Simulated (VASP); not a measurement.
A run of VASP 6.6.1 is set up as follows.

The input INCAR:

```
PREC = Accurate
ENCUT = 500
EDIFF = 1E-6
ISMEAR = 0
SIGMA = 0.01
LREAL = False
LASPH = True
NELM = 120
ALGO = Normal
ISIF = 2
LWAVE = False
LCHARG = True
GGA = PS
LELF = True
LVHAR = True
NBANDS = 16
GGA_COMPAT = False
```

KPOINTS

```
regular mesh
0
Gamma
  10 10 10
```

File POSCAR:

```
InSb
1.0
    0.0000000000      3.2339052246      3.2875310182
    3.2339052246      0.0000000000      3.2875310182
    3.2339052246      3.2339052246      0.0000000000
In Sb
1 1
Direct
    0.0000000000      0.0000000000      0.0000000000
    0.2500000000      0.2500000000      0.2500000000
```

Potentials or basis: VASP PAW PBE potentials, release 64 (In_d, Sb).

The run is started by

```bash
$ cat potpaw_PBE.64/In_d/POTCAR potpaw_PBE.64/Sb/POTCAR > POTCAR
$ mpirun -np 1 vasp_std > vasp.out
```

(1) What does it give for the band gap on the k mesh?

(2) What does it give for the pressure?

Results:

(1) zero (filled and empty bands touch).

(2) 0.3 GPa.

Caveat: semilocal functionals underestimate gaps, so a narrow gap can read as zero; the PAW data sets were made with another functional, which shifts forces and pressure a little; spin-orbit coupling is left out, which moves the levels of the heavy elements.
